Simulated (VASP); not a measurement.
# InRu2: single point with PBE

Crystal: InRu2.

```
In Ru
1.0
    -1.43236    1.43236    5.85166
     1.43236   -1.43236    5.85166
     1.43236    1.43236   -5.85166
In Ru
1 2
Direct
  0.00000 0.00000 0.00000
  0.68101 0.68101 0.00000
  0.31899 0.31899 0.00000
```

- Program: VASP 6.6.1
- Task: single point
- Functional: PBE
- Potentials or basis: VASP PAW PBE potentials, release 64 (In_d, Ru_pv)
- Cutoff: 520 eV
- k mesh: 8 × 8 × 8
- Occupations: gaussian, width 0.1 eV
- Spin: no spin polarisation

```yaml
Pressure: 0.0 GPa
```

Levels at points of the mesh, in eV from the Fermi level:
| k point | band 18 | band 19 | band 20 | band 21 | band 22 | band 23 | band 24 | band 25 |
| --- | --- | --- | --- | --- | --- | --- | --- | --- |
| (0.00, 0.00, 0.00) | -1.97 | -1.97 | -0.86 | 0.23 | 0.23 | 0.86 | 1.04 | 10.26 |
| (0.50, 0.00, 0.00) | -2.37 | -1.88 | -1.05 | 0.55 | 0.78 | 0.84 | 2.10 | 4.46 |
| (0.50, 0.50, 0.00) | -0.47 | -0.10 | 0.09 | 1.29 | 1.29 | 2.39 | 3.42 | 4.03 |
| (0.50, 0.50, 0.50) | -2.10 | -1.04 | -0.86 | 0.55 | 0.55 | 1.05 | 2.42 | 7.34 |

It took 2.2 min on 1 thread of AMD EPYC 9R45 96-Core Processor (Zen 5) (shared host), peak memory 0.32 GiB.

Caveat: the k points lie up to 0.39 Å⁻¹ apart; spin-orbit coupling is left out, which moves the levels of the heavy elements.
